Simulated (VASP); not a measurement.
The system is HfMg2C2.

```
Mg Hf C
1.0
     4.38017    0.00000    0.00000
     0.00000    4.38017    0.00000
     0.00000    0.00000    6.19450
Mg Hf C
2 1 2
Cartesian
  0.0000 0.0000 0.0000
  2.1901 2.1901 0.0000
  2.1901 2.1901 3.0972
  2.1901 0.0000 4.6459
  0.0000 2.1901 1.5486
```

This cell differs from its parent crystal: atoms taken out.

| Property | Result |
| --- | --- |
| Program | VASP 6.6.1 |
| Task | relaxation of cell and atoms |
| Functional | PBE |
| Potentials or basis | VASP PAW PBE potentials, release 64 (Mg, Hf_pv, C) |
| Cutoff | 600 eV |
| k mesh | 4 × 4 × 4 |
| Occupations | gaussian, width 0.1 eV |
| Spin | no spin polarisation |

At the start: pressure -21.0 GPa; volume 23.77 Å³/atom.

Problem. How do energy, volume and symmetry change on relaxing?

Solution. Over 6 steps the energy falls by 935.1 meV/atom and the volume is 14.68 Å³/atom (-38.2 %); space group P-4m2 (No. 115, to 0.1 Å) before and after.

The path:
| step | energy change (eV) | largest force (eV/Å) | pressure (GPa) | volume (Å³) |
| --- | --- | --- | --- | --- |
| 1 | 0.0000 | 0.5402 | -21.03 | 118.85 |
| 2 | -4.6427 | 0.1562 | 1.25 | 72.84 |
| 3 | -4.6444 | 0.1308 | 0.28 | 73.41 |
| 4 | -4.6744 | 0.0806 | 0.13 | 73.27 |
| 5 | -4.6751 | 0.0876 | 0.13 | 73.29 |
| 6 | -4.6756 | 0.0212 | -0.11 | 73.41 |

Final structure:
```cif
data_structure
_symmetry_space_group_name_H-M 'P 1'
_symmetry_Int_Tables_number 1
_cell_length_a 3.6616
_cell_length_b 3.6616
_cell_length_c 5.4754
_cell_angle_alpha 90.000
_cell_angle_beta 90.000
_cell_angle_gamma 90.000
_cell_volume 73.41
loop_
_atom_site_label
_atom_site_type_symbol
_atom_site_fract_x
_atom_site_fract_y
_atom_site_fract_z
_atom_site_occupancy
Mg1 Mg 0.00000 0.00000 0.00000 1
Mg2 Mg 0.50000 0.50000 0.00000 1
Hf1 Hf 0.50000 0.50000 0.50000 1
C1 C 0.50000 0.00000 0.74759 1
C2 C 0.00000 0.50000 0.25241 1
```

Caveat: the cell differs from its parent crystal (atoms taken out); the volume moved by over 15 % at a fixed basis, so the end points are rough.
